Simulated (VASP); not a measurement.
Write the native input for VASP 6.6.1 that does the following.

```
Task                   : single point
Functional             : PBEsol
Potentials or basis    : VASP PAW PBE potentials, release 64 (Ba_sv, O_h)
Cutoff                 : 1340 eV
k mesh                 : 6 × 6 × 6
Occupations            : fermi-dirac, width 0.02 eV
Spin                   : no spin polarisation
Dipole correction      : no
Further INCAR settings : ALGO = Normal; EDIFF = 1e-06; NBANDS = 15
```

The structure of BaO lies in POSCAR:

```
BaO
1.0
    3.8890870000      0.0000000000      0.0000000000
    1.9445435000      3.3680481395      0.0000000000
    1.9445435000      1.1226827132      3.1754262384
Ba O
1 1
Direct
    0.0000000000      0.0000000000      0.0000000000
    0.5000000000      0.5000000000      0.5000000000
```

One way to write it, as run:

INCAR

```
SYSTEM = BaO
PREC = Accurate
ENCUT = 1340
EDIFF = 1E-6
ISMEAR = -1
SIGMA = 0.02
LREAL = .FALSE.
LASPH = .TRUE.
NELM = 120
ALGO = Normal
ISIF = 2
LWAVE = .FALSE.
LCHARG = .FALSE.
GGA = PS
NBANDS = 15
GGA_COMPAT = .FALSE.
```

KPOINTS

```
Automatic mesh
0
G
  6 6 6
  0 0 0
```

Potentials or basis: VASP PAW PBE potentials, release 64 (Ba_sv, O_h).

The run is started by

```sh
$ cat potpaw_PBE.64/Ba_sv/POTCAR potpaw_PBE.64/O_h/POTCAR > POTCAR
$ mpirun -np 1 vasp_std > vasp.out
```

Results of the run:

| Property | Result |
| --- | --- |
| Pressure | 1.4 GPa |
| Band gap on the k mesh | 1.79 eV |

Caveat: the PAW data sets were made with another functional, which shifts forces and pressure a little; spin-orbit coupling is left out, which moves the levels of the heavy elements.

Run time: 50 s on 1 thread of AMD EPYC 7R13 Processor (Zen 3), with other jobs on the host, peak memory 0.31 GiB.
